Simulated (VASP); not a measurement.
# LiCl (Pm-3m) in VASP: settings compared, part 2 of 2

VASP 6.6.1. The steps go on from the part before.

### Step 4. Single point, PBE

Input file INCAR:

```
PREC     = Accurate       # precision mode
ENCUT    = 750            # plane-wave cutoff, eV
EDIFF    = 1E-6           # SCF threshold, eV
ISMEAR   = 0              # smearing method
SIGMA    = 0.01           # smearing width, eV
LREAL    = F              # projectors in reciprocal space
LASPH    = T              # aspherical terms in the spheres
NELM     = 120            # most SCF steps
ALGO     = Normal         # electronic algorithm
ISIF     = 2              # what is computed and relaxed
LWAVE    = F              # write WAVECAR
LCHARG   = F              # write CHGCAR
GGA      = PE             # functional
NBANDS   = 12             # bands
GGA_COMPAT= F
```

Input file KPOINTS:

```
regular mesh
0
Gamma
  4 4 4
```

Input file POSCAR:

```
LiCl
1.0
    3.2711235777      0.0000000000      0.0000000000
    0.0000000000      3.2711235777      0.0000000000
    0.0000000000      0.0000000000      3.2711235777
Li Cl
1 1
Direct
    0.0000000000      0.0000000000      0.0000000000
    0.5000000000      0.5000000000      0.5000000000
```

Potentials or basis: VASP PAW PBE potentials, release 64 (Li_sv, Cl).

Started as:

```bash
$ cat potpaw_PBE.64/Li_sv/POTCAR potpaw_PBE.64/Cl/POTCAR > POTCAR
$ mpirun -np 1 vasp_std > vasp.out
```

OUTCAR:

```text
PREC = Accurate
   ENCUT = 750
   EDIFF = 1E-6
   ISMEAR = 0
   LREAL = F
   LASPH = T
   NELM = 120
   ISIF = 2
   GGA = PE

 ion  position               nearest neighbor table
   1  0.000  0.000  0.000-
   2  0.500  0.500  0.500-

  LATTYP: Found a simple cubic cell.
 ALAT       =     3.2711235777

  Lattice vectors:

 A1 = (   3.2711235777,   0.0000000000,   0.0000000000)
 A2 = (   0.0000000000,   3.2711235777,   0.0000000000)
 A3 = (   0.0000000000,   0.0000000000,   3.2711235777)

Analysis of symmetry for initial positions (statically):
=====================================================================
 Subroutine PRICEL returns:
 Original cell was already a primitive cell.

 Routine SETGRP: Setting up the symmetry group for a
 simple cubic supercell.

 Subroutine GETGRP returns: Found 48 space group operations
 (whereof 48 operations were pure point group operations)
 out of a pool of 48 trial point group operations.

The static configuration has the point symmetry O_h .

Analysis of symmetry for dynamics (positions and initial velocities):
=====================================================================
 Subroutine PRICEL returns:
 Original cell was already a primitive cell.

 Routine SETGRP: Setting up the symmetry group for a
 simple cubic supercell.

 Subroutine GETGRP returns: Found 48 space group operations
 (whereof 48 operations were pure point group operations)
 out of a pool of 48 trial point group operations.

The dynamic configuration has the point symmetry O_h .

 Subroutine INISYM returns: Found 48 space group operations
 (whereof 48 operations are pure point group operations),
 and found     1 'primitive' translations

----------------------------------------------------------------------------------------

                                     Primitive cell

  volume of cell :      35.0018

  direct lattice vectors                    reciprocal lattice vectors
     3.271123578  0.000000000  0.000000000     0.305705357  0.000000000  0.000000000
     0.000000000  3.271123578  0.000000000     0.000000000  0.305705357  0.000000000
     0.000000000  0.000000000  3.271123578     0.000000000  0.000000000  0.305705357

  length of vectors
     3.271123578  3.271123578  3.271123578     0.305705357  0.305705357  0.305705357

  position of ions in fractional coordinates (direct lattice)
     0.000000000  0.000000000  0.000000000
     0.500000000  0.500000000  0.500000000

  ion indices of the primitive-cell ions
   primitive index   ion index
                 1           1
                 2           2

----------------------------------------------------------------------------------------

 KPOINTS: regular mesh

Automatic generation of k-mesh.
 Grid dimensions read from file:
 generate k-points for:    4    4    4

 Generating k-lattice:

  Cartesian coordinates                     Fractional coordinates (reciprocal lattice)
     0.076426339  0.000000000  0.000000000     0.250000000  0.000000000  0.000000000
     0.000000000  0.076426339  0.000000000     0.000000000  0.250000000  0.000000000
     0.000000000  0.000000000  0.076426339     0.000000000  0.000000000  0.250000000

[... 23 lines left out ...]
   k-points           NKPTS =     10   k-points in BZ     NKDIM =     10   number of bands    NBANDS=     12
   number of dos      NEDOS =    301   number of ions     NIONS =      2
   total plane-waves  NPLWV =  27000
   dimension x,y,z NGX =    30 NGY =   30 NGZ =   30
   dimension x,y,z NGXF=    60 NGYF=   60 NGZF=   60
   ions per type =               1   1
   NGX,Y,Z   is equivalent  to a cutoff of  15.25, 15.25, 15.25 a.u.
   NGXF,Y,Z  is equivalent  to a cutoff of  30.49, 30.49, 30.49 a.u.
 SYSTEM =  unknown system
   PREC   = accura    normal or accurate (medium, high low for compatibility)
   ISTART =      0    job   : 0-new  1-cont  2-samecut
   ICHARG =      2    charge: 1-file 2-atom 10-const
   ISPIN  =      1    spin polarized calculation?
   LNONCOLLINEAR =      F non collinear calculations
   LSORBIT =      F    spin-orbit coupling
   LASPH  =      T    aspherical Exc in radial PAW
   ENCUT  =  750.0 eV  55.12 Ry    7.42 a.u.   7.30  7.30  7.30*2*pi/ulx,y,z
   NELM   =    120;   NELMIN=  2; NELMDL= -5     # of ELM steps
   EDIFF  = 0.1E-05   stopping-criterion for ELM
   LREAL  =      F    real-space projection
   EDIFFG = 0.1E-04   stopping-criterion for IOM
   NSW    =      0    number of steps for IOM
   IBRION =     -1    ionic relax: 0-MD 1-quasi-New 2-CG
   NFREE  =      0    steps in history (QN), initial steepest desc. (CG)
   ISIF   =      2    stress and relaxation
   ISYM   =      2    0-nonsym 1-usesym 2-fastsym
   POTIM  = 0.5000    time-step for ionic-motion
   TEBEG  =    0.0;   TEEND  =   0.0 temperature during run
   PSTRESS=    0.0 pullay stress
   NELECT =      10.0000    total number of electrons
   NUPDOWN=      -1.0000    fix difference up-down
   EMIN   =  10.00;   EMAX   =-10.00  energy-range for DOS
   EFERMI =   0.00;   METHOD = LEGACY
   ISMEAR =     0;   SIGMA  =   0.01  broadening in eV -4-tet -1-fermi 0-gaus
   EFERMI_NEDOS =   21; number of points for ismear=-14 and -15
   IALGO  =     38    algorithm
   IMIX   =      4    mixing-type and parameters
     AMIX     =   0.40;   BMIX     =  1.00
     AMIX_MAG =   1.60;   BMIX_MAG =  1.00
  volume/ion in A,a.u.               =      17.50       118.10
  Fermi-wavevector in a.u.,A,eV,Ry     =   1.078230  2.037558 15.817846  1.162579
  Thomas-Fermi vector in A             =   2.214163
   LORBIT       =      0    0 simple, 1 ext, 2 COOP (PROOUT), +10 PAW based schemes
   GGA     = PE    functional components
   LHFCALC =     F    Hartree Fock is set to
   AEXX    =    0.0000 exact exchange contribution
   IVDW    =     0    specifies the selected vdW correction
   LEPSILON=     F    determine dielectric tensor
   LRPA    =     F    only Hartree local field effects (RPA)
 non-spin polarized calculation
 Gauss-broadening in eV      SIGMA  =   0.01
  energy-cutoff  :      750.00
  volume of cell :       35.00
 maximum number of plane-waves:      1654
 NGX is ok and might be reduce to    30
   NGX = 15   NGY = 15   NGZ = 15

 number of electron      10.0000000 magnetization

 number of electron       9.9999999 magnetization

 Free energy of the ion-electron system (eV)
  ---------------------------------------------------
  ext. energy  EPLUGINS =         0.00000000
  ---------------------------------------------------
  free energy    TOTEN  =        -6.79801590 eV

  energy without entropy =       -6.79801590  energy(sigma->0) =       -6.79801590

 E-fermi :   1.6532     XC(G=0):  -8.6102

 val. band max:        1.5689502182   @ k =   0.5000   0.5000   0.0000
 cond. band min:       5.9838980506   @ k =   0.0000   0.0000   0.0000
 fundamental gap:      4.4149478324
 Fermi energy:         1.6532298764

 k-point     1 :       0.0000    0.0000    0.0000
  band No.  band energies     occupation
      1     -43.7681      2.00000
      2     -12.6674      2.00000
      3       0.7509      2.00000
      4       0.7509      2.00000
      5       0.7509      2.00000
      6       5.9839      0.00000
      7      10.2511      0.00000
      8      10.2511      0.00000
      9      14.7626      0.00000
     10      14.7626      0.00000
     11      14.7626      0.00000
     12      18.5707      0.00000
[... 121 lines left out ...]
 k-point    10 :       0.5000    0.5000    0.5000
  band No.  band energies     occupation
      1     -43.7606      2.00000
      2     -11.1995      2.00000
      3      -0.9081      2.00000
      4      -0.9081      2.00000
      5      -0.9081      2.00000
      6       6.7426      0.00000
      7       6.7426      0.00000
      8       6.7426      0.00000
      9      13.5539      0.00000
     10      20.2131      0.00000
     11      20.2131      0.00000
     12      20.2131      0.00000

------------------------ aborting loop because EDIFF is reached ----------------------------------------

  FORCE on cell =-STRESS in cart. coord.  units (eV):
  Direction    XX          YY          ZZ          XY          YZ          ZX
  --------------------------------------------------------------------------------------
  -------------------------------------------------------------------------------------
  Total        0.1099312      0.1099312      0.1099312      0.0000000      0.0000000     -0.0000000
  in kB        5.0319990      5.0319990      5.0319990      0.0000000      0.0000000     -0.0000000
  external PRESSURE =       5.0319990 kB  Pullay stress =       0.0000000 kB

 VOLUME and BASIS-vectors are now :
 -----------------------------------------------------------------------------
  energy-cutoff  :      750.00
  volume of cell :       35.00
      direct lattice vectors                 reciprocal lattice vectors
     3.271123578  0.000000000  0.000000000     0.305705357  0.000000000  0.000000000
     0.000000000  3.271123578  0.000000000     0.000000000  0.305705357  0.000000000
     0.000000000  0.000000000  3.271123578     0.000000000  0.000000000  0.305705357

 POSITION                                       TOTAL-FORCE (eV/Angst)
 -----------------------------------------------------------------------------------
      0.00000      0.00000      0.00000         0.000000      0.000000      0.000000
      1.63556      1.63556      1.63556         0.000000      0.000000      0.000000
 -----------------------------------------------------------------------------------
    total drift:                                0.000000      0.000000     -0.000000

  FREE ENERGIE OF THE ION-ELECTRON SYSTEM (eV)
  ---------------------------------------------------
  free  energy   TOTEN  =        -6.7980159023 eV

  energy  without entropy=       -6.7980159023  energy(sigma->0) =       -6.79801590
```

It took 16 s on 1 thread of AMD EPYC 7R13, shared host; peak memory 0.13 GiB.

What came out:

| Quantity | Value |
| --- | --- |
| Free energy | -6.7980 eV |
| Pressure | 0.5 GPa |
| Band gap on the k mesh | 4.41 eV, indirect (least direct gap 5.20 eV) |

Caveat: the k points lie up to 0.48 Å⁻¹ apart.

### Step 5. Single point, PBEsol+D3(BJ)

Input file INCAR:

```
PREC     = Accurate       # precision mode
ENCUT    = 750            # plane-wave cutoff, eV
EDIFF    = 1E-6           # SCF threshold, eV
ISMEAR   = 0              # smearing method
SIGMA    = 0.01           # smearing width, eV
LREAL    = False          # projectors in reciprocal space
LASPH    = True           # aspherical terms in the spheres
NELM     = 120            # most SCF steps
ALGO     = Normal         # electronic algorithm
ISIF     = 2              # what is computed and relaxed
LWAVE    = False          # write WAVECAR
LCHARG   = False          # write CHGCAR
GGA      = PS             # functional
IVDW     = 12             # dispersion correction
NBANDS   = 12             # bands
GGA_COMPAT= False
```

Input file KPOINTS:

```
Automatic mesh
0
Gamma
  6 6 6
```

POSCAR is that of step 4.

Started as:

```bash
$ cat potpaw_PBE.64/Li_sv/POTCAR potpaw_PBE.64/Cl/POTCAR > POTCAR
$ mpirun -np 1 vasp_std > vasp.out
```

Run time: 26 s. Hardware: 1 thread of AMD EPYC 7R13, shared host; peak memory 0.14 GiB.

Results (log left out):

* Free energy: -7.4408 eV
* Pressure: -2.9 GPa
* Band gap on the k mesh: 4.27 eV, indirect (least direct gap 5.08 eV)
* Dispersion energy per atom: -0.174 eV

Levels at points of the mesh, in eV from the valence-band top:
```csv
k point,band 3,band 4,band 5,band 6,band 7,band 8
"(0.00, 0.00, 0.00)",-0.83,-0.83,-0.83,4.27,8.52,8.52
"(0.50, 0.00, 0.00)",-4.02,-0.35,-0.35,5.70,9.40,10.16
"(0.50, 0.50, 0.00)",-3.39,-3.39,0.00,5.08,9.71,9.71
"(0.50, 0.50, 0.50)",-2.52,-2.52,-2.52,5.05,5.05,5.05
```

Caveat: the PAW data sets were made with another functional, which shifts forces and pressure a little. A k mesh can miss the band edges.

### Step 6. Overview

| level | potentials or basis | k mesh | cutoff (eV) | smearing | grid for exact exchange (PRECFOCK) | screening parameter | gap on the mesh (eV) | pressure (GPa) |
| --- | --- | --- | --- | --- | --- | --- | --- | --- |
| HSE06 | VASP PAW PBE potentials, release 64 (Li_sv, Cl) | 4 × 4 × 4 | 520 | methfessel-paxton 0.2 eV | Normal | 0.2079 1/Å | 5.69 | - |
| LDA | VASP PAW LDA potentials, release 64 (Li_sv, Cl) | 4 × 4 × 4 | 750 | gaussian 0.01 eV | - | - | 4.14 | -2.6 |
| PBE | VASP PAW PBE potentials, release 64 (Li_sv, Cl) | 4 × 4 × 4 | 750 | gaussian 0.01 eV | - | - | 4.41 | 0.5 |
| PBEsol+D3(BJ) | VASP PAW PBE potentials, release 64 (Li_sv, Cl) | 6 × 6 × 6 | 750 | gaussian 0.01 eV | - | - | 4.27 | -2.9 |

Alike in all rows: task single point; no spin polarisation; cell as given.

Caveats: some runs use coarse meshes; the PAW data sets were made with another functional, which shifts forces and pressure a little (some runs); the cutoff is under 1.25 times the usual one of these potentials, so pressure, stress and relaxed cells hold a basis-set (Pulay) error (some runs).

Total energies depend on the potentials used, so only differences within one code and one set of settings carry meaning.
